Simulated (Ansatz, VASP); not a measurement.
# One calculation of AlP, two programs

```
Al P
1.0
     0.00000    2.73500    2.73500
     2.73500    0.00000    2.73500
     2.73500    2.73500    0.00000
Al P
1 1
Direct
  0.00000 0.00000 0.00000
  0.25000 0.25000 0.25000
```

Alike in both runs: task relaxation of cell and atoms; functional PBE; k mesh 8 × 8 × 8; occupations gaussian, width 0.02 eV; no spin polarisation.

|  | VASP | Ansatz |
| --- | --- | --- |
| version | VASP 6.6.1 | Ansatz 0.2.0 |
| potentials or method | VASP PAW PBE potentials, release 64 (Al, P), cutoff 500 eV | scalar-relativistic, plane waves, PAW |
| valence electrons in the cell | 8 | 8 |

Ansatz gave:

| Property | Result |
| --- | --- |
| gap on the k mesh at the Fermi level, each at its own relaxed structure (eV) | 1.63 |
| relaxed volume (Å³/atom) | 20.88 |
| relaxed cell length with the largest relative difference (Å) | 3.894 |

Task: What did VASP give for the same quantities?

Result: gap on the k mesh at the Fermi level, each at its own relaxed structure (eV): 1.63; relaxed volume (Å³/atom): 20.86; relaxed cell length with the largest relative difference (Å): 3.893.
